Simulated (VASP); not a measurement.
A run of VASP 6.6.1 is set up as follows.

File INCAR:

```
SYSTEM = H3CCl
PREC = Accurate
ENCUT = 520
EDIFF = 1E-7
ISMEAR = -1
SIGMA = 0.05
LREAL = Auto
LASPH = .True.
NELM = 100
ALGO = Normal
ISIF = 2
LWAVE = .False.
LCHARG = .False.
GGA = PE
IVDW = 12
NBANDS = 82
```

KPOINTS

```
regular mesh
0
Gamma
  1 1 1
  0 0 0
```

POSCAR

```
H3CCl
1.0
    8.7171280000      0.0000000000      0.0000000000
    0.0000000000      8.7171280000      0.0000000000
    0.0000000000      0.0000000000      8.7171280000
C Cl H
8 8 24
Direct
    0.8343720209      0.8819519409      0.8824137130
    0.5038034977      0.4166906379      0.6343373342
    0.4303254663      0.9439792414      0.7030326095
    0.6293954309      0.2231657996      0.0298284794
    0.5410849485      0.7425883959      0.2611460439
    0.9901706922      0.4267104297      0.0895437406
    0.2450422818      0.1837023423      0.3122686199
    0.1056961824      0.6655445849      0.4389486790
    0.9241584357      0.9135119051      1.0649643399
    0.3621290966      0.5114636355      0.7479027680
    0.3037906003      1.0133191582      0.8492247337
    0.6489061271      0.2225505653      0.2351829958
    0.3965474835      0.6821424958      0.1280114076
    0.9119786355      0.4903008910     -0.0899993593
    0.1355261377      0.2499077680      0.4740589507
    0.0713894119      0.8575702315      0.5070838689
    0.8161888749      0.9930952808      0.8270770448
    0.9109402502      0.8117912659      0.8124741285
    0.7248602759      0.8240096956      0.9024562478
    0.4628068421      0.4125940802      0.5158263469
    0.6114795695      0.4813654237      0.6434004626
    0.5179815048      0.2993711425      0.6779279836
    0.5402292309      1.0048408562      0.7122460393
    0.4455122740      0.8198651621      0.7196479570
    0.3764337903      0.9666450771      0.5921333320
    0.6105188290      0.3414432688     -0.0080174868
    0.7372017075      0.1791597626     -0.0172672784
    0.5324085996      0.1494747369     -0.0011687738
    0.4956821479      0.7312705702      0.3776585923
    0.6416193958      0.6689585331      0.2455983390
    0.5703325535      0.8623169413      0.2372421409
    0.9661288552      0.3042829637      0.1020968280
    1.1137340883      0.4484962741      0.0880493497
    0.9347253667      0.4913635748      0.1817143882
    0.3242926417      0.2749533347      0.2780357972
    0.3096947503      0.0807338302      0.3461798925
    0.1667162578      0.1561314749      0.2177622825
    0.0962729956      0.6675615770      0.3136753893
    0.2209579457      0.6311279946      0.4743594189
    0.0222274040      0.5877534560      0.4909942531
```

Potentials or basis: VASP PAW PBE potentials, release 64 (C, Cl, H).

Command:

```bash
$ cat potpaw_PBE.64/C/POTCAR potpaw_PBE.64/Cl/POTCAR potpaw_PBE.64/H/POTCAR > POTCAR
$ mpirun -np 1 vasp_gam > vasp.out
```

(1) What does it give for the pressure?

(2) Predict the band gap on the k mesh.

(3) Predict the largest force.

Results:

(1) -0.5 GPa.

(2) 5.33 eV.

(3) 0.248 eV/Å.

Caveat: the k points lie up to 0.72 Å⁻¹ apart.
